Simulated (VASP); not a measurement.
Crystal: Y.

```
Y
1.0
     3.31000    0.00000    0.00000
     0.00000    3.31000    0.00000
     0.00000    0.00000    3.31000
Y
1
Direct
  0.00000 0.00000 0.00000
```

This isn't the form of Y at room conditions, which is hcp.

```yaml
Program: VASP 6.6.1
Task: relaxation of cell and atoms
Functional: PBEsol
Potentials_or_basis: VASP PAW PBE potentials, release 64 (Y_sv)
Cutoff: 500 eV
k_mesh: 7 × 7 × 7
Occupations: gaussian, width 0.1 eV
Spin: no spin polarisation
```

At the start: pressure -2.5 GPa; volume 36.26 Å³/atom.

**Question.** Where does the relaxation end?

**Answer.** Over 3 steps the energy falls by 31.9 meV/atom and the volume is 32.61 Å³/atom (-10.1 %); space group Pm-3m (No. 221, to 0.1 Å) before and after.

The path:
```
step  energy change (eV)  largest force (eV/Å)  pressure (GPa)  volume (Å³)
   1              0.0000                0.0000           -2.54        36.26
   2             -0.0304                0.0000           -0.64        33.33
   3             -0.0319                0.0000           -0.02        32.61
```

Final structure:
```
CELL_PARAMETERS angstrom
3.19498 0.00000 0.00000
0.00000 3.19498 0.00000
0.00000 0.00000 3.19498
ATOMIC_POSITIONS crystal
Y 0.00000 0.00000 0.00000
```

Caveat: the PAW data sets were made with another functional, which shifts forces and pressure a little.
